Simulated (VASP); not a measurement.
The system is LaWI.

```
La W I
1.0
     3.68565    0.00000    0.00000
     0.00000    3.78353    0.00000
     0.00000    0.00000   14.04306
La W I
2 2 2
Direct
  0.50000 0.00000 0.69246
  0.00000 0.50000 0.30754
  0.50000 0.00000 0.48185
  0.00000 0.50000 0.51815
  0.00000 0.00000 0.13145
  0.50000 0.50000 0.86855
```

The cell was generated, and may not be a known phase.

| Item | Value |
| --- | --- |
| Program | VASP 6.6.1 |
| Task | relaxation of cell and atoms |
| Functional | PBE |
| Potentials or basis | VASP PAW PBE potentials, release 64 (La, W_sv, I) |
| Cutoff | 600 eV |
| k mesh | 6 × 4 × 2 |
| Occupations | gaussian, width 0.1 eV |
| Spin | no spin polarisation |

At the start: pressure 0.4 GPa; volume 32.64 Å³/atom.

Q: Where does the relaxation end?

A: Over 5 steps the energy falls by 7.5 meV/atom; space group Pmmn (No. 59, to 0.1 Å) before and after.

Step by step:
| step | energy change (eV) | largest force (eV/Å) | pressure (GPa) | volume (Å³) |
| --- | --- | --- | --- | --- |
| 1 | 0.0000 | 0.8930 | 0.42 | 195.83 |
| 2 | -0.0383 | 0.1018 | -0.75 | 198.28 |
| 3 | -0.0386 | 0.1130 | -0.66 | 198.07 |
| 4 | -0.0436 | 0.0508 | 0.32 | 194.78 |
| 5 | -0.0449 | 0.0101 | 0.01 | 195.80 |

Final structure:
```
CELL_PARAMETERS angstrom
3.67678 0.00000 0.00000
0.00000 3.77928 0.00000
0.00000 0.00000 14.09077
ATOMIC_POSITIONS crystal
La 0.50000 0.00000 0.69234
La 0.00000 0.50000 0.30766
W 0.50000 0.00000 0.47833
W 0.00000 0.50000 0.52167
I 0.00000 0.00000 0.13156
I 0.50000 0.50000 0.86844
```

Caveat: the k points lie up to 0.42 Å⁻¹ apart in the final cell, too coarse for converged energies and pressures of a metal.
